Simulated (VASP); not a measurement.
# Sn (Immm) in VASP: notebook

Sn is run at these levels: LDA; tasks: single point.

Everything below comes from runs of VASP 6.6.1. Logs are shortened: lines on timing, memory, paths and dates and some standing lists are left out, and cuts for length are marked.

**1. The cell of the first run**

The structure is orthorhombic, space group Immm (No. 71). Conventional cell: a = 3.367 Å, b = 3.462 Å, c = 4.794 Å, α = 90.00°, β = 90.00°, γ = 90.00°. Sn (site symmetry mmm) has 12 Sn at 3.37 to 3.46 Å within 4.4 Å.

**2. Single point, LDA (strain -0.025 along x and y, +0.025 along z)**

INCAR

```
SYSTEM = Sn
PREC = Accurate
ENCUT = 520
EDIFF = 1E-6
ISMEAR = 0
SIGMA = 0.15
LREAL = .FALSE.
LASPH = .TRUE.
NELM = 100
ALGO = Fast
ISIF = 2
LWAVE = .FALSE.
LCHARG = .FALSE.
GGA = CA
NBANDS = 13
```

KPOINTS

```
regular mesh
0
G
  20 20 20
  0 0 0
```

POSCAR

```
Sn
1.0
   -1.6833755250      1.7311583250      2.3968005500
    1.6833755250     -1.7311583250      2.3968005500
    1.6833755250      1.7311583250     -2.3968005500
Sn
1
Direct
    0.0000000000      0.0000000000      0.0000000000
```

Potentials or basis: VASP PAW LDA potentials, release 64 (Sn_d).

Command:

```bash
cat potpaw_LDA.64/Sn_d/POTCAR > POTCAR
mpirun -np 1 vasp_std > vasp.out
```

OUTCAR:

```text
SYSTEM = Sn
   PREC = Accurate
   ENCUT = 520
   EDIFF = 1E-6
   ISMEAR = 0
   LREAL = .FALSE.
   LASPH = .TRUE.
   NELM = 100
   ISIF = 2
   GGA = CA

 ion  position               nearest neighbor table
   1  0.000  0.000  0.000-

  LATTYP: Found a body centered orthorhombic cell.
 ALAT       =     3.3667510500
 B/A-ratio  =     1.0283851103
 C/A-ratio  =     1.4238062241

  Lattice vectors:

 A1 = (  -1.6833755250,   1.7311583250,   2.3968005500)
 A2 = (   1.6833755250,  -1.7311583250,   2.3968005500)
 A3 = (   1.6833755250,   1.7311583250,  -2.3968005500)

Analysis of symmetry for initial positions (statically):
=====================================================================
 Subroutine PRICEL returns:
 Original cell was already a primitive cell.

 Routine SETGRP: Setting up the symmetry group for a
 body centered orthorhombic supercell.

 Subroutine GETGRP returns: Found  8 space group operations
 (whereof  8 operations were pure point group operations)
 out of a pool of  8 trial point group operations.

The static configuration has the point symmetry D_2h.

Analysis of symmetry for dynamics (positions and initial velocities):
=====================================================================
 Subroutine PRICEL returns:
 Original cell was already a primitive cell.

 Routine SETGRP: Setting up the symmetry group for a
 body centered orthorhombic supercell.

 Subroutine GETGRP returns: Found  8 space group operations
 (whereof  8 operations were pure point group operations)
 out of a pool of  8 trial point group operations.

The dynamic configuration has the point symmetry D_2h.

 Subroutine INISYM returns: Found  8 space group operations
 (whereof  8 operations are pure point group operations),
 and found     1 'primitive' translations

----------------------------------------------------------------------------------------

                                     Primitive cell

  volume of cell :      27.9389

  direct lattice vectors                    reciprocal lattice vectors
    -1.683375525  1.731158325  2.396800550     0.000000000  0.288823958  0.208611434
     1.683375525 -1.731158325  2.396800550     0.297022258  0.000000000  0.208611434
     1.683375525  1.731158325 -2.396800550     0.297022258  0.288823958  0.000000000

  length of vectors
     3.402251487  3.402251487  3.402251487     0.356283608  0.362961365  0.414296393

  position of ions in fractional coordinates (direct lattice)
     0.000000000  0.000000000  0.000000000

  ion indices of the primitive-cell ions
   primitive index   ion index
                 1           1

----------------------------------------------------------------------------------------

 KPOINTS: regular mesh

Automatic generation of k-mesh.
 Grid dimensions read from file:
 generate k-points for:   20   20   20

 Generating k-lattice:

  Cartesian coordinates                     Fractional coordinates (reciprocal lattice)
     0.000000000  0.014441198  0.010430572     0.050000000  0.000000000  0.000000000
     0.014851113  0.000000000  0.010430572     0.000000000  0.050000000  0.000000000
     0.014851113  0.014441198  0.000000000     0.000000000  0.000000000  0.050000000

  Length of vectors
     0.017814180  0.018148068  0.020714820

  Shift w.r.t. Gamma in fractional coordinates (k-lattice)
     0.000000000  0.000000000  0.000000000

 Subroutine IBZKPT returns following result:
 ===========================================

 Found   1166 irreducible k-points:

 Following reciprocal coordinates:
            Coordinates               Weight
  0.000000  0.000000  0.000000      1.000000
  0.050000  0.000000  0.000000      4.000000
  0.100000  0.000000  0.000000      4.000000
  0.150000  0.000000  0.000000      4.000000
  0.200000  0.000000  0.000000      4.000000
  0.250000  0.000000 -0.000000      4.000000
[... 16 lines left out ...]
 -0.450000  0.050000  0.000000      8.000000
 -0.400000  0.050000  0.000000      8.000000
 [... further k-points ...]
   k-points           NKPTS =   1166   k-points in BZ     NKDIM =   1166   number of bands    NBANDS=     13
   number of dos      NEDOS =    301   number of ions     NIONS =      1
   total plane-waves  NPLWV =  21952
   dimension x,y,z NGX =    28 NGY =   28 NGZ =   28
   dimension x,y,z NGXF=    56 NGYF=   56 NGZF=   56
   ions per type =               1
   NGX,Y,Z   is equivalent  to a cutoff of  13.68, 13.68, 13.68 a.u.
   NGXF,Y,Z  is equivalent  to a cutoff of  27.36, 27.36, 27.36 a.u.
 SYSTEM =  Sn
   PREC   = accura    normal or accurate (medium, high low for compatibility)
   ISTART =      0    job   : 0-new  1-cont  2-samecut
   ICHARG =      2    charge: 1-file 2-atom 10-const
   ISPIN  =      1    spin polarized calculation?
   LNONCOLLINEAR =      F non collinear calculations
   LSORBIT =      F    spin-orbit coupling
   LASPH  =      T    aspherical Exc in radial PAW
   ENCUT  =  520.0 eV  38.22 Ry    6.18 a.u.   6.33  6.33  6.33*2*pi/ulx,y,z
   NELM   =    100;   NELMIN=  2; NELMDL= -5     # of ELM steps
   EDIFF  = 0.1E-05   stopping-criterion for ELM
   LREAL  =      F    real-space projection
   EDIFFG = 0.1E-04   stopping-criterion for IOM
   NSW    =      0    number of steps for IOM
   IBRION =     -1    ionic relax: 0-MD 1-quasi-New 2-CG
   NFREE  =      0    steps in history (QN), initial steepest desc. (CG)
   ISIF   =      2    stress and relaxation
   ISYM   =      2    0-nonsym 1-usesym 2-fastsym
   POTIM  = 0.5000    time-step for ionic-motion
   TEBEG  =    0.0;   TEEND  =   0.0 temperature during run
   PSTRESS=    0.0 pullay stress
   NELECT =      14.0000    total number of electrons
   NUPDOWN=      -1.0000    fix difference up-down
   EMIN   =  10.00;   EMAX   =-10.00  energy-range for DOS
   EFERMI =   0.00;   METHOD = LEGACY
   ISMEAR =     0;   SIGMA  =   0.15  broadening in eV -4-tet -1-fermi 0-gaus
   EFERMI_NEDOS =   21; number of points for ismear=-14 and -15
   IALGO  =     68    algorithm
   IMIX   =      4    mixing-type and parameters
     AMIX     =   0.40;   BMIX     =  1.00
     AMIX_MAG =   1.60;   BMIX_MAG =  1.00
  volume/ion in A,a.u.               =      27.94       188.54
  Fermi-wavevector in a.u.,A,eV,Ry     =   1.300312  2.457234 23.004889  1.690812
  Thomas-Fermi vector in A             =   2.431519
   LORBIT       =      0    0 simple, 1 ext, 2 COOP (PROOUT), +10 PAW based schemes
   GGA     = CA    functional components
   LHFCALC =     F    Hartree Fock is set to
   AEXX    =    0.0000 exact exchange contribution
   IVDW    =     0    specifies the selected vdW correction
   LEPSILON=     F    determine dielectric tensor
   LRPA    =     F    only Hartree local field effects (RPA)
 non-spin polarized calculation
 RMM-DIIS sequential band-by-band and
 Gauss-broadening in eV      SIGMA  =   0.15
  energy-cutoff  :      520.00
  volume of cell :       27.94
 maximum number of plane-waves:       766
 NGX is ok and might be reduce to    28
   NGX = 13   NGY = 13   NGZ = 13

 number of electron      14.0000001 magnetization

 Free energy of the ion-electron system (eV)
  ---------------------------------------------------
  ext. energy  EPLUGINS =         0.00000000
  ---------------------------------------------------
  free energy    TOTEN  =        -4.41749270 eV

  energy without entropy =       -4.41109163  energy(sigma->0) =       -4.41429216

 E-fermi :   7.5589     XC(G=0): -10.4719

 val. band max:        7.5582977416   @ k =   0.3500   0.2500  -0.0000
 cond. band min:       7.5641644082   @ k =  -0.3000   0.3000   0.1500
 fundamental gap:      0.0058666666
 Fermi energy:         7.5589187134

 k-point     1 :       0.0000    0.0000    0.0000
  band No.  band energies     occupation
      1     -13.9137      2.00000
      2     -13.9046      2.00000
      3     -13.8991      2.00000
      4     -13.8350      2.00000
      5     -13.8295      2.00000
      6      -3.4210      2.00000
      7      14.5969      0.00000
      8      14.8535      0.00000
      9      15.2067      0.00000
     10      18.2676      0.00000
     11      18.9211      0.00000
     12      19.2256      0.00000
     13      19.6214      0.00000

 k-point     2 :       0.0500    0.0000    0.0000
  band No.  band energies     occupation
      1     -13.9127      2.00000
      2     -13.9039      2.00000
      3     -13.8972      2.00000
      4     -13.8349      2.00000
      5     -13.8295      2.00000
      6      -3.3719      2.00000
      7      14.0848      0.00000
      8      14.7123      0.00000
      9      15.1247      0.00000
     10      17.9080      0.00000
     11      19.2068      0.00000
     12      19.7549      0.00000
     13      19.9544      0.00000

 k-point     3 :       0.1000    0.0000    0.0000
  band No.  band energies     occupation
      1     -13.9106      2.00000
      2     -13.9014      2.00000
      3     -13.8922      2.00000
      4     -13.8341      2.00000
      5     -13.8289      2.00000
      6      -3.2246      2.00000
      7      12.7982      0.00000
      8      14.5253      0.00000
      9      14.9085      0.00000
     10      17.6341      0.00000
     11      19.5521      0.00000
     12      20.1012      0.00000
     13      21.1137      0.00000
[... 305 lines left out ...]
 k-point    23 :      -0.4500    0.0500    0.0000
  band No.  band energies     occupation
      1     -13.9050      2.00000
      2     -13.8994      2.00000
      3     -13.8907      2.00000
      4     -13.7740      2.00000
      5     -13.7641      2.00000
      6       0.1003      2.00000
      7       3.8008      2.00000
      8      12.9564      0.00000
      9      12.9927      0.00000
     10      16.8872      0.00000
     11      18.2892      0.00000
     12      18.6923      0.00000
     13      19.3162      0.00000

 k-point    24 :      -0.4000    0.0500    0.0000
  band No.  band energies     occupation
      1     -13.9042      2.00000
      2     -13.8983      2.00000
      3     -13.8881      2.00000
      4     -13.7835      2.00000
      5     -13.7720      2.00000
      6      -0.5688      2.00000
      7       4.8363      2.00000
      8      12.9547      0.00000
      9      13.2007      0.00000
     10      16.9349      0.00000
     11      18.3915      0.00000
     12      19.0182      0.00000
     13      19.5284      0.00000

 [... further k-points ...]

------------------------ aborting loop because EDIFF is reached ----------------------------------------

  FORCE on cell =-STRESS in cart. coord.  units (eV):
  Direction    XX          YY          ZZ          XY          YZ          ZX
  --------------------------------------------------------------------------------------
  -------------------------------------------------------------------------------------
  Total       -0.6036037     -0.6871823     -0.6500535      0.0000000      0.0000000      0.0000000
  in kB      -34.6140771    -39.4069543    -37.2777761      0.0000000      0.0000000      0.0000000
  external PRESSURE =     -37.0996025 kB  Pullay stress =       0.0000000 kB

 VOLUME and BASIS-vectors are now :
 -----------------------------------------------------------------------------
  energy-cutoff  :      520.00
  volume of cell :       27.94
      direct lattice vectors                 reciprocal lattice vectors
    -1.683375525  1.731158325  2.396800550     0.000000000  0.288823958  0.208611434
     1.683375525 -1.731158325  2.396800550     0.297022258  0.000000000  0.208611434
     1.683375525  1.731158325 -2.396800550     0.297022258  0.288823958  0.000000000

 POSITION                                       TOTAL-FORCE (eV/Angst)
 -----------------------------------------------------------------------------------
      0.00000      0.00000      0.00000        -0.000000      0.000000      0.000000
 -----------------------------------------------------------------------------------
    total drift:                                0.000000     -0.000000     -0.000000

  FREE ENERGIE OF THE ION-ELECTRON SYSTEM (eV)
  ---------------------------------------------------
  free  energy   TOTEN  =        -4.4174926983 eV

  energy  without entropy=       -4.4110916274  energy(sigma->0) =       -4.41429216
```

Wall time 7.5 min (1 thread of Intel Xeon 8259CL, shared host); peak memory 0.47 GiB.

Results:

- Free energy: -4.4175 eV
- Pressure: -3.7 GPa
- Band gap on the k mesh: zero (bands 7 and 8 overlap by 8.96 eV)

Levels at points of the mesh, in eV from the Fermi level:
```csv
k point,band 3,band 4,band 5,band 6,band 7,band 8,band 9,band 10,band 11,band 12
"(0.00, 0.00, 0.00)",-21.46,-21.39,-21.39,-10.98,7.04,7.29,7.65,10.71,11.36,11.67
"(0.50, 0.00, 0.00)",-21.45,-21.33,-21.32,-6.97,-4.52,5.66,5.69,10.13,10.20,10.61
"(0.00, 0.50, 0.00)",-21.45,-21.32,-21.31,-6.70,-4.45,5.23,5.47,9.77,9.97,10.23
"(0.50, 0.50, 0.00)",-21.33,-21.30,-21.30,-5.06,-3.54,1.98,2.03,5.41,5.85,19.77
"(0.50, 0.50, 0.50)",-21.33,-21.30,-21.30,-4.97,-3.48,1.58,2.25,5.15,5.95,19.79
```

Caveat: the cell differs from its parent crystal (strain -0.025 along x and y, +0.025 along z); the cell stands under tension; spin-orbit coupling is left out, which moves the levels of the heavy elements.

**3. Single point, LDA (strain -0.025 along x and y, +0.050 along z)**

INCAR

```
  ALGO = Fast
  EDIFF = 1E-7
  ENCUT = 520
  ISIF = 2
  ISMEAR = 0
  LASPH = T
  LCHARG = T
  LELF = T
  LREAL = F
  LVHAR = T
  LWAVE = F
  NBANDS = 13
  NELM = 80
  PREC = Accurate
  SIGMA = 0.15
```

KPOINTS

```
k-points
0
Gamma
  20 20 20
```

POSCAR

```
Sn
1.0
   -1.6833755250      1.7311583250      2.4552591000
    1.6833755250     -1.7311583250      2.4552591000
    1.6833755250      1.7311583250     -2.4552591000
Sn
1
Direct
    0.0000000000      0.0000000000      0.0000000000
```

Potentials or basis: VASP PAW LDA potentials, release 64 (Sn_d).

Command:

```bash
cat potpaw_LDA.64/Sn_d/POTCAR > POTCAR
mpirun -np 1 vasp_std > vasp.out
```

It took 8.1 min on 1 thread of Intel Xeon 8259CL, shared host; peak memory 0.48 GiB.

Results (log left out):

```yaml
Free_energy: -4.3999 eV
Pressure: -4.6 GPa
Band_gap_on_the_k_mesh: zero (bands 7 and 8 overlap by 8.76 eV)
```

Stress tensor (GPa, compression positive):
```
-4.38  0.00  0.00
 0.00 -4.88  0.00
 0.00  0.00 -4.64
```

Levels at points of the mesh, in eV from the Fermi level:
```csv
k point,band 5,band 6,band 7,band 8,band 9,band 10
"(0.00, 0.00, 0.00)",-21.38,-10.80,6.84,7.13,7.45,10.69
"(0.50, 0.00, 0.00)",-21.31,-6.93,-4.38,5.31,5.75,9.78
"(0.00, 0.50, 0.00)",-21.31,-6.66,-4.32,5.16,5.30,9.62
"(0.50, 0.50, 0.00)",-21.29,-4.97,-3.37,1.82,1.94,5.24
"(0.50, 0.50, 0.50)",-21.30,-5.21,-3.50,1.76,2.43,5.30
```

Caveat: the cell differs from its parent crystal (strain -0.025 along x and y, +0.050 along z); the cell stands under tension; spin-orbit coupling is left out, which moves the levels of the heavy elements.
